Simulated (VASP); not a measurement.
# NaF (Fm-3m) in VASP: notebook

NaF is run at these levels: PBEsol; tasks: single point, relaxation of cell and atoms.

Everything below comes from runs of VASP 6.6.1. Logs are shortened: lines on timing, memory, paths and dates and some standing lists are left out, and cuts for length are marked.

### Step 1. The cell of the first run

The structure is cubic, space group Fm-3m (No. 225). The conventional cell has a = 4.630 Å, b = 4.630 Å, c = 4.630 Å, α = 90.00°, β = 90.00°, γ = 90.00°. Within 3.1 Å of Na (site symmetry m-3m) lie 6 F at 2.32 Å. F (site symmetry m-3m) has 6 Na at 2.32 Å within 3.1 Å.

### Step 2. Single point, PBEsol

INCAR

```
SYSTEM = NaF
PREC = Accurate
ENCUT = 520
EDIFF = 1E-6
ISMEAR = -1
SIGMA = 0.1
LREAL = .False.
LASPH = .True.
NELM = 100
ALGO = Normal
ISIF = 2
LWAVE = .False.
LCHARG = .True.
GGA = PS
LELF = .True.
LVHAR = .True.
NBANDS = 14
```

KPOINTS

```
regular mesh
0
Gamma
  12 12 12
  0 0 0
```

POSCAR

```
NaF
1.0
    2.3150961496      2.3150961496      0.0000000000
   -2.3150961496      2.3150961496      0.0000000000
    0.0000000000      2.3150961496      2.3150961496
Na F
1 1
Direct
    0.0000000000      0.0000000000      0.0000000000
    0.5000000000      0.5000000000      0.0000000000
```

Potentials or basis: VASP PAW PBE potentials, release 64 (Na_pv, F).

Started as:

```sh
cat potpaw_PBE.64/Na_pv/POTCAR potpaw_PBE.64/F/POTCAR > POTCAR
mpirun -np 1 vasp_std > vasp.out
```

OUTCAR:

```text
SYSTEM = NaF
   PREC = Accurate
   ENCUT = 520
   EDIFF = 1E-6
   ISMEAR = -1
   LREAL = .False.
   LASPH = .True.
   NELM = 100
   ISIF = 2
   GGA = PS

 ion  position               nearest neighbor table
   1  0.000  0.000  0.000-   2 2.32   2 2.32   2 2.32   2 2.32   2 2.32   2 2.32
   2  0.500  0.500  0.000-   1 2.32   1 2.32   1 2.32   1 2.32   1 2.32   1 2.32

  LATTYP: Found a face centered cubic cell.
 ALAT       =     4.6301922992

  Lattice vectors:

 A1 = (   0.0000000000,   2.3150961496,   2.3150961496)
 A2 = (   2.3150961496,   0.0000000000,   2.3150961496)
 A3 = (   2.3150961496,   2.3150961496,   0.0000000000)

Analysis of symmetry for initial positions (statically):
=====================================================================
 Subroutine PRICEL returns:
 Original cell was already a primitive cell.

 Routine SETGRP: Setting up the symmetry group for a
 face centered cubic supercell.

 Subroutine GETGRP returns: Found 48 space group operations
 (whereof 48 operations were pure point group operations)
 out of a pool of 48 trial point group operations.

The static configuration has the point symmetry O_h .

Analysis of symmetry for dynamics (positions and initial velocities):
=====================================================================
 Subroutine PRICEL returns:
 Original cell was already a primitive cell.

 Routine SETGRP: Setting up the symmetry group for a
 face centered cubic supercell.

 Subroutine GETGRP returns: Found 48 space group operations
 (whereof 48 operations were pure point group operations)
 out of a pool of 48 trial point group operations.

The dynamic configuration has the point symmetry O_h .

 Subroutine INISYM returns: Found 48 space group operations
 (whereof 48 operations are pure point group operations),
 and found     1 'primitive' translations

----------------------------------------------------------------------------------------

                                     Primitive cell

  volume of cell :      24.8163

  direct lattice vectors                    reciprocal lattice vectors
     2.315096150  2.315096150  0.000000000     0.215973751  0.215973751 -0.215973751
    -2.315096150  2.315096150  0.000000000    -0.215973751  0.215973751 -0.215973751
     0.000000000  2.315096150  2.315096150     0.000000000  0.000000000  0.431947503

  length of vectors
     3.274040373  3.274040373  3.274040373     0.374077510  0.374077510  0.431947503

  position of ions in fractional coordinates (direct lattice)
     0.000000000  0.000000000  0.000000000
     0.500000000  0.500000000  0.000000000

  ion indices of the primitive-cell ions
   primitive index   ion index
                 1           1
                 2           2

----------------------------------------------------------------------------------------

 KPOINTS: regular mesh

Automatic generation of k-mesh.
 Grid dimensions read from file:
 generate k-points for:   12   12   12

 Generating k-lattice:

  Cartesian coordinates                     Fractional coordinates (reciprocal lattice)
     0.017997813  0.017997813 -0.017997813     0.083333333  0.000000000  0.000000000
    -0.017997813  0.017997813 -0.017997813     0.000000000  0.083333333  0.000000000
     0.000000000  0.000000000  0.035995625     0.000000000  0.000000000  0.083333333

  Length of vectors
     0.031173126  0.031173126  0.035995625

  Shift w.r.t. Gamma in fractional coordinates (k-lattice)
     0.000000000  0.000000000  0.000000000

 Subroutine IBZKPT returns following result:
 ===========================================

 Found     72 irreducible k-points:

 Following reciprocal coordinates:
            Coordinates               Weight
  0.000000  0.000000  0.000000      1.000000
  0.083333  0.000000  0.000000      8.000000
  0.166667  0.000000  0.000000      8.000000
  0.250000  0.000000  0.000000      8.000000
  0.333333  0.000000  0.000000      8.000000
  0.416667  0.000000  0.000000      8.000000
[... 16 lines left out ...]
  0.500000  0.166667  0.000000     24.000000
 -0.416667  0.166667  0.000000     24.000000
 [... further k-points ...]
   k-points           NKPTS =     72   k-points in BZ     NKDIM =     72   number of bands    NBANDS=     14
   number of dos      NEDOS =    301   number of ions     NIONS =      2
   total plane-waves  NPLWV =  13824
   dimension x,y,z NGX =    24 NGY =   24 NGZ =   24
   dimension x,y,z NGXF=    48 NGYF=   48 NGZF=   48
   ions per type =               1   1
   NGX,Y,Z   is equivalent  to a cutoff of  12.19, 12.19, 12.19 a.u.
   NGXF,Y,Z  is equivalent  to a cutoff of  24.37, 24.37, 24.37 a.u.
 SYSTEM =  NaF
   PREC   = accura    normal or accurate (medium, high low for compatibility)
   ISTART =      0    job   : 0-new  1-cont  2-samecut
   ICHARG =      2    charge: 1-file 2-atom 10-const
   ISPIN  =      1    spin polarized calculation?
   LNONCOLLINEAR =      F non collinear calculations
   LSORBIT =      F    spin-orbit coupling
   LASPH  =      T    aspherical Exc in radial PAW
   ENCUT  =  520.0 eV  38.22 Ry    6.18 a.u.   6.09  6.09  6.09*2*pi/ulx,y,z
   NELM   =    100;   NELMIN=  2; NELMDL= -5     # of ELM steps
   EDIFF  = 0.1E-05   stopping-criterion for ELM
   LREAL  =      F    real-space projection
   EDIFFG = 0.1E-04   stopping-criterion for IOM
   NSW    =      0    number of steps for IOM
   IBRION =     -1    ionic relax: 0-MD 1-quasi-New 2-CG
   NFREE  =      0    steps in history (QN), initial steepest desc. (CG)
   ISIF   =      2    stress and relaxation
   ISYM   =      2    0-nonsym 1-usesym 2-fastsym
   POTIM  = 0.5000    time-step for ionic-motion
   TEBEG  =    0.0;   TEEND  =   0.0 temperature during run
   PSTRESS=    0.0 pullay stress
   NELECT =      14.0000    total number of electrons
   NUPDOWN=      -1.0000    fix difference up-down
   EMIN   =  10.00;   EMAX   =-10.00  energy-range for DOS
   EFERMI =   0.00;   METHOD = LEGACY
   ISMEAR =    -1;   SIGMA  =   0.10  broadening in eV -4-tet -1-fermi 0-gaus
   EFERMI_NEDOS =   21; number of points for ismear=-14 and -15
   IALGO  =     38    algorithm
   IMIX   =      4    mixing-type and parameters
     AMIX     =   0.40;   BMIX     =  1.00
     AMIX_MAG =   1.60;   BMIX_MAG =  1.00
  volume/ion in A,a.u.               =      12.41        83.73
  Fermi-wavevector in a.u.,A,eV,Ry     =   1.352711  2.556254 24.896323  1.829828
  Thomas-Fermi vector in A             =   2.480027
   LORBIT       =      0    0 simple, 1 ext, 2 COOP (PROOUT), +10 PAW based schemes
   GGA     = PS    functional components
   LHFCALC =     F    Hartree Fock is set to
   AEXX    =    0.0000 exact exchange contribution
   IVDW    =     0    specifies the selected vdW correction
   LEPSILON=     F    determine dielectric tensor
   LRPA    =     F    only Hartree local field effects (RPA)
 non-spin polarized calculation
  energy-cutoff  :      520.00
  volume of cell :       24.82
 maximum number of plane-waves:       692
   NGX = 13   NGY = 13   NGZ = 13

 number of electron      13.9999983 magnetization

 Free energy of the ion-electron system (eV)
  ---------------------------------------------------
  ext. energy  EPLUGINS =         0.00000000
  ---------------------------------------------------
  free energy    TOTEN  =        -8.76875124 eV

  energy without entropy =       -8.76875124  energy(sigma->0) =       -8.76875124

 E-fermi :   0.0329     XC(G=0):  -9.3464

 val. band max:       -2.1656186108   @ k =   0.0000   0.0000   0.0000
 cond. band min:       4.0076568082   @ k =   0.0000   0.0000   0.0000
 fundamental gap:      6.1732754190
 Fermi energy:         0.0328782511

 k-point     1 :       0.0000    0.0000    0.0000
  band No.  band energies     occupation
      1     -21.2265      2.00000
      2     -20.9279      2.00000
      3     -20.9279      2.00000
      4     -20.9279      2.00000
      5      -2.1656      2.00000
      6      -2.1656      2.00000
      7      -2.1656      2.00000
      8       4.0077      0.00000
      9      16.6943      0.00000
     10      16.6944      0.00000
     11      16.6944      0.00000
     12      19.3820      0.00000
     13      21.7724      0.00000
     14      21.7725      0.00000

 k-point     2 :       0.0833    0.0000    0.0000
  band No.  band energies     occupation
      1     -21.3301      2.00000
      2     -20.9288      2.00000
      3     -20.9288      2.00000
      4     -20.8153      2.00000
      5      -2.3095      2.00000
      6      -2.1834      2.00000
      7      -2.1834      2.00000
      8       4.2622      0.00000
      9      15.6770      0.00000
     10      16.8046      0.00000
     11      16.8046      0.00000
     12      20.5280      0.00000
     13      21.4689      0.00000
     14      21.4689      0.00000

 k-point     3 :       0.1667    0.0000    0.0000
  band No.  band energies     occupation
      1     -21.4916      2.00000
      2     -20.9311      2.00000
      3     -20.9311      2.00000
      4     -20.6275      2.00000
      5      -2.6643      2.00000
      6      -2.2317      2.00000
      7      -2.2317      2.00000
      8       4.9425      0.00000
      9      14.1681      0.00000
     10      17.0991      0.00000
     11      17.0991      0.00000
     12      20.9239      0.00000
     13      20.9239      0.00000
     14      21.9020      0.00000

 k-point     4 :       0.2500    0.0000    0.0000
  band No.  band energies     occupation
      1     -21.6350      2.00000
      2     -20.9342      2.00000
      3     -20.9342      2.00000
      4     -20.4475      2.00000
      5      -3.0849      2.00000
      6      -2.2969      2.00000
      7      -2.2969      2.00000
      8       5.8818      0.00000
      9      12.8183      0.00000
     10      17.4629      0.00000
     11      17.4629      0.00000
     12      20.5277      0.00000
     13      20.5278      0.00000
     14      22.0893      0.00000

 k-point     5 :       0.3333    0.0000    0.0000
  band No.  band energies     occupation
      1     -21.7439      2.00000
      2     -20.9374      2.00000
      3     -20.9374      2.00000
      4     -20.3018      2.00000
      5      -3.4552      2.00000
      6      -2.3612      2.00000
      7      -2.3612      2.00000
      8       6.9248      0.00000
      9      11.6664      0.00000
     10      17.7284      0.00000
     11      17.7285      0.00000
[... 276 lines left out ...]
 k-point    22 :       0.4167    0.1667    0.0000
  band No.  band energies     occupation
      1     -21.7344      2.00000
      2     -20.9731      2.00000
      3     -20.9467      2.00000
      4     -20.2610      2.00000
      5      -3.6046      2.00000
      6      -2.6566      2.00000
      7      -2.4568      2.00000
      8       8.9820      0.00000
      9      10.4250      0.00000
     10      15.5044      0.00000
     11      17.8504      0.00000
     12      19.1079      0.00000
     13      21.2787      0.00000
     14      24.1760      0.00000

 k-point    23 :       0.5000    0.1667    0.0000
  band No.  band energies     occupation
      1     -21.7199      2.00000
      2     -20.9664      2.00000
      3     -20.9512      2.00000
      4     -20.2822      2.00000
      5      -3.5894      2.00000
      6      -2.6206      2.00000
      7      -2.4640      2.00000
      8       8.7924      0.00000
      9      10.5632      0.00000
     10      15.6979      0.00000
     11      17.6396      0.00000
     12      18.6534      0.00000
     13      21.9431      0.00000
     14      24.3969      0.00000

 k-point    24 :      -0.4167    0.1667    0.0000
  band No.  band energies     occupation
      1     -21.6795      2.00000
      2     -20.9578      2.00000
      3     -20.9530      2.00000
      4     -20.3421      2.00000
      5      -3.4628      2.00000
      6      -2.5385      2.00000
      7      -2.4408      2.00000
      8       7.8585      0.00000
      9      11.3287      0.00000
     10      16.0889      0.00000
     11      17.4613      0.00000
     12      18.3308      0.00000
     13      22.2906      0.00000
     14      24.6051      0.00000

 [... further k-points ...]

------------------------ aborting loop because EDIFF is reached ----------------------------------------

  FORCE on cell =-STRESS in cart. coord.  units (eV):
  Direction    XX          YY          ZZ          XY          YZ          ZX
  --------------------------------------------------------------------------------------
  -------------------------------------------------------------------------------------
  Total       -0.0186233     -0.0186233     -0.0186233     -0.0000000     -0.0000000      0.0000000
  in kB       -1.2023449     -1.2023449     -1.2023449     -0.0000000     -0.0000000      0.0000000
  external PRESSURE =      -1.2023449 kB  Pullay stress =       0.0000000 kB

 VOLUME and BASIS-vectors are now :
 -----------------------------------------------------------------------------
  energy-cutoff  :      520.00
  volume of cell :       24.82
      direct lattice vectors                 reciprocal lattice vectors
     2.315096150  2.315096150  0.000000000     0.215973751  0.215973751 -0.215973751
    -2.315096150  2.315096150  0.000000000    -0.215973751  0.215973751 -0.215973751
     0.000000000  2.315096150  2.315096150     0.000000000  0.000000000  0.431947503

 POSITION                                       TOTAL-FORCE (eV/Angst)
 -----------------------------------------------------------------------------------
      0.00000      0.00000      0.00000        -0.000000      0.000000      0.000000
      0.00000      2.31510      0.00000         0.000000     -0.000000      0.000000
 -----------------------------------------------------------------------------------
    total drift:                                0.000000     -0.000000     -0.000000

  FREE ENERGIE OF THE ION-ELECTRON SYSTEM (eV)
  ---------------------------------------------------
  free  energy   TOTEN  =        -8.7687512377 eV

  energy  without entropy=       -8.7687512375  energy(sigma->0) =       -8.76875124
```

Wall time 17 s (1 thread of Intel Xeon 8259CL, shared host); peak memory 0.14 GiB.

Results:

- Free energy: -8.7688 eV
- Pressure: -0.1 GPa
- Band gap on the k mesh: 6.17 eV

Levels at points of the mesh, in eV from the valence-band top:
| k point | band 4 | band 5 | band 6 | band 7 | band 8 | band 9 | band 10 | band 11 |
| --- | --- | --- | --- | --- | --- | --- | --- | --- |
| (0.00, 0.00, 0.00) | -18.76 | 0.00 | 0.00 | 0.00 | 6.17 | 18.86 | 18.86 | 18.86 |
| (0.50, 0.00, 0.00) | -18.01 | -1.62 | -0.26 | -0.26 | 10.62 | 12.35 | 20.01 | 20.01 |
| (0.50, 0.50, 0.00) | -18.80 | -1.30 | -0.41 | -0.41 | 13.00 | 13.10 | 13.55 | 19.67 |

Caveat: the PAW data sets were made with another functional, which shifts forces and pressure a little.

### Step 3. Relaxation of cell and atoms, PBEsol

This run uses another cell than the first one, of 12.49 Å³/atom.

INCAR

```
SYSTEM = NaF
ALGO = Normal ; EDIFF = 1E-6
EDIFFG = -0.002 ; ENCUT = 600
GGA = PS ; IBRION = 2
ISIF = 3 ; ISMEAR = -1
LASPH = .TRUE. ; LCHARG = .FALSE.
LREAL = .FALSE. ; LWAVE = .FALSE.
NELM = 60 ; NSW = 100
PREC = Accurate ; SIGMA = 0.1
```

KPOINTS

```
k-points
0
G
  12 12 12
  0 0 0
```

POSCAR

```
NaF
1.0
    2.3200000000      2.3200000000      0.0000000000
   -2.3200000000      2.3200000000      0.0000000000
    0.0000000000      2.3200000000      2.3200000000
Na F
1 1
Direct
    0.0000000000      0.0000000000      0.0000000000
    0.5000000000      0.5000000000      0.0000000000
```

Potentials or basis: VASP PAW PBE potentials, release 64 (Na_pv, F).

Started as:

```sh
cat potpaw_PBE.64/Na_pv/POTCAR potpaw_PBE.64/F/POTCAR > POTCAR
mpirun -np 1 vasp_std > vasp.out
```

Wall time 58 s (1 thread of Intel Xeon 8259CL, shared host); peak memory 0.16 GiB.

It converged, with:

```yaml
Free_energy: -8.7709 eV
Relaxed_volume: 12.39 Å³/atom
Relaxed_cell: a = 3.273 Å, b = 3.273 Å, c = 3.273 Å, α = 60.00°, β = 60.00°, γ = 90.00°
Space_group_after_relaxing_to_0.1_Å: Fm-3m (No. 225)
Energy_gained_by_relaxing: 0.2 meV/atom
Ionic_steps: 3
Pressure_after_relaxing: 0.0 GPa
Band_gap_on_the_k_mesh: 6.18 eV
```

The path:
```
step  energy change (eV)  largest force (eV/Å)  pressure (GPa)  volume (Å³)
   1              0.0000                0.0000           -0.49        24.97
   2             -0.0003                0.0000           -0.13        24.84
   3             -0.0003                0.0000            0.00        24.78
```

Final structure:
```xyz
2
Lattice="2.3141 2.3141 0.0000 -2.3141 2.3141 0.0000 0.0000 2.3141 2.3141" Properties=species:S:1:pos:R:3 pbc="T T T"
Na    0.0000    0.0000    0.0000
F     0.0000    4.6282    2.3141
```

Levels at points of the mesh, in eV from the valence-band top:
```
           k point  band 3  band 4  band 5  band 6  band 7  band 8  band 9  band 10  band 11
(0.00, 0.00, 0.00)  -18.76  -18.76    0.00    0.00    0.00    6.18   18.87    18.87    18.87
(0.50, 0.00, 0.00)  -18.77  -18.00   -1.63   -0.26   -0.26   10.63   12.37    20.02    20.02
(0.50, 0.50, 0.00)  -18.81  -18.80   -1.30   -0.41   -0.41   13.01   13.11    13.57    19.69
```

Caveat: the PAW data sets were made with another functional, which shifts forces and pressure a little. A k mesh can miss the band edges.
